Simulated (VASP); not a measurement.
**InSb: single point with PBE+D3(BJ)**

Crystal: InSb.

```xyz
2
Lattice="3.8099 -0.0910 -0.0910 -0.0910 3.8099 -0.0910 -0.0910 -0.0910 3.8099" Properties=species:S:1:pos:R:3 pbc="T T T"
In    0.0000    0.0000    0.0000
Sb    1.8139    1.8139    1.8139
```

This cell differs from its parent crystal: ratio of the length along [111] to the lengths across it x 0.93, volume and fractional coordinates fixed.

| Item | Value |
| --- | --- |
| Program | VASP 6.6.1 |
| Task | single point |
| Functional | PBE |
| Dispersion | D3(BJ) |
| Potentials or basis | VASP PAW PBE potentials, release 64 (In_d, Sb) |
| Cutoff | 520 eV |
| k mesh | 14 × 14 × 14 |
| Occupations | gaussian, width 0.15 eV |
| Spin | no spin polarisation |
| Dipole correction | no |
| Further INCAR settings | ALGO = Normal; EDIFF = 1e-06; NBANDS = 16 |

* Pressure: -2.3 GPa
* Band gap on the k mesh: zero (bands 9 and 10 overlap by 3.69 eV)
* Dispersion energy per atom: -0.409 eV

Stress tensor (GPa, compression positive):
```
-2.33  0.92  0.92
 0.92 -2.33  0.92
 0.92  0.92 -2.33
```

Levels at points of the mesh, in eV from the Fermi level:
```
           k point  band 5  band 6  band 7  band 8  band 9  band 10  band 11  band 12  band 13  band 14
(0.00, 0.00, 0.00)  -14.40  -11.30   -2.13   -1.03   -0.39    -0.39     4.13     4.13     7.64     7.64
(0.50, 0.00, 0.00)  -14.40   -9.74   -6.98    0.97    1.30     2.12     2.65     3.82     3.92     5.77
(0.50, 0.50, 0.00)  -14.34   -8.39   -4.38   -4.19   -4.15     1.76     5.08     5.54     6.56     6.87
(0.50, 0.50, 0.50)  -14.34   -7.69   -2.85   -2.18   -2.18    -1.36    -0.47    -0.47     0.02    15.77
```

Wall time 74 s on 1 thread of Intel(R) Xeon(R) Platinum 8488C (Sapphire Rapids), with other jobs on the host, peak memory 0.38 GiB.

Caveat: spin-orbit coupling is left out, which moves the levels of the heavy elements.
